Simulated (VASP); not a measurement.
Here is a VASP 6.6.1 calculation.

The input INCAR:

```
SYSTEM = AlSi5
  ALGO = Normal
  EDIFF = 1E-6
  EDIFFG = -0.04
  ENCUT = 600
  GGA = PE
  IBRION = 2
  ISIF = 3
  ISMEAR = 0
  LASPH = .True.
  LCHARG = .False.
  LREAL = .False.
  LWAVE = .False.
  NELM = 100
  NSW = 90
  PREC = Accurate
  SIGMA = 0.1
```

File KPOINTS:

```
k-points
0
Gamma
  6 6 4
  0 0 0
```

The input POSCAR:

```
AlSi5
1.0
    5.2664893000      0.0000000000      0.0000000000
   -2.6332446500      4.5609135200      0.0000000000
    0.0000000000      0.0000000000      4.4265587200
Al Si
1 5
Direct
    0.0000000000      0.0000000000      0.5000000000
    0.3333333300      0.6666666700      0.5000000000
    0.6666666700      0.3333333300      0.5000000000
    0.5000000000      0.0000000000      0.0000000000
    0.0000000000      0.5000000000      0.0000000000
    0.5000000000      0.5000000000      0.0000000000
```

Potentials or basis: VASP PAW PBE potentials, release 64 (Al, Si).

Command:

```console
$ cat potpaw_PBE.64/Al/POTCAR potpaw_PBE.64/Si/POTCAR > POTCAR
$ mpirun -np 1 vasp_std > vasp.out
```

(1) Estimate the relaxed volume.

(2) Estimate the relaxed cell.

(3) Estimate the space group after relaxing (to 0.05 Å).

## Answers

(1) 16.21 Å³/atom.

(2) a = 4.916 Å, b = 4.916 Å, c = 4.648 Å, α = 90.00°, β = 90.00°, γ = 120.00°.

(3) P6/mmm (No. 191).
